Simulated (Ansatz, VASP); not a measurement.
# One calculation of Au, two programs

```
Au
1.0
     2.88765    0.00000    0.00000
    -1.44383    2.50078    0.00000
     0.00000    0.00000   24.43103
Au
5
Direct
  0.66667 0.33333 0.30699
  0.33333 0.66667 0.40349
  0.00000 0.00000 0.50000
  0.66667 0.33333 0.59651
  0.33333 0.66667 0.69301
```

Alike in both runs: task single point; functional PBEsol; k mesh 12 × 12 × 1; occupations gaussian, width 0.1 eV; no spin polarisation.

|  | VASP | Ansatz |
| --- | --- | --- |
| version | VASP 6.6.1 | Ansatz 0.2.0 |
| potentials or method | VASP PAW PBE potentials, release 64 (Au), cutoff 520 eV | scalar-relativistic, plane waves, PAW |
| valence electrons in the cell | 55 | 95 |

```tsv
	VASP	Ansatz	Ansatz less VASP
gap on the k mesh at the Fermi level (eV)	none	none	-
rms of the force components (eV/Å)	0.065	0.066	+0.0008
work function, face that differs most (eV)	5.34	5.34	-0.001
```

VASP's potentials were made for PBE, not for PBEsol. Atom by atom the forces differ by 0.003 eV/Å (rms over components). A gap of «none» marks a metal or a gap that the smearing closes. VASP's potentials hold 55 valence electrons a cell and Ansatz's 95, so a difference there can come from the potentials and not from the codes. Ansatz's warnings: xc potential rough in thin density.

Neither program's run includes spin-orbit coupling.
